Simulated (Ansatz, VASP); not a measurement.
## TiO2: VASP beside Ansatz

```
Ti O
1.0
    -4.35076    4.35076    1.88756
     4.35076   -4.35076    1.88756
     4.35076    4.35076   -1.88756
Ti O
4 8
Direct
  0.29228 0.99714 0.28943
  0.00286 0.29228 0.29514
  0.99714 0.70772 0.70486
  0.70772 0.00286 0.71057
  0.49886 0.84922 0.34808
  0.16166 0.15960 0.32126
  0.15078 0.49886 0.64965
  0.15960 0.83834 0.99794
  0.84040 0.16166 0.00206
  0.84922 0.50114 0.35035
  0.83834 0.84040 0.67874
  0.50114 0.15078 0.65192
```

Alike in both runs: functional PBE; k mesh 6 × 6 × 6; occupations fermi-dirac, width 0.05 eV; no spin polarisation.

|  | VASP | Ansatz |
| --- | --- | --- |
| version | VASP 6.6.1 | Ansatz 0.2.0 |
| potentials or method | VASP PAW PBE potentials, release 64 (Ti_sv, O) | Ansatz PAW |
| plane-wave cutoff (eV) | 520 | 420 |
| valence electrons in the cell | 96 | 96 |
| task | single point | band structure |

Ansatz gave:

* gap on the k mesh at the Fermi level (eV): 1.64
* least direct gap on the mesh (eV): 2.33
* pressure (GPa): 3.2
* traceless stress, the component that is largest in VASP (GPa): 0.24
* rms of the force components (eV/Å): 0.074

Problem. Which values does VASP return?

Solution. gap on the k mesh at the Fermi level (eV): 1.62; least direct gap on the mesh (eV): 2.31; pressure (GPa): 3.8; traceless stress, the component that is largest in VASP (GPa): 0.13; rms of the force components (eV/Å): 0.049.

Atom by atom the forces differ by 0.028 eV/Å (rms over components).
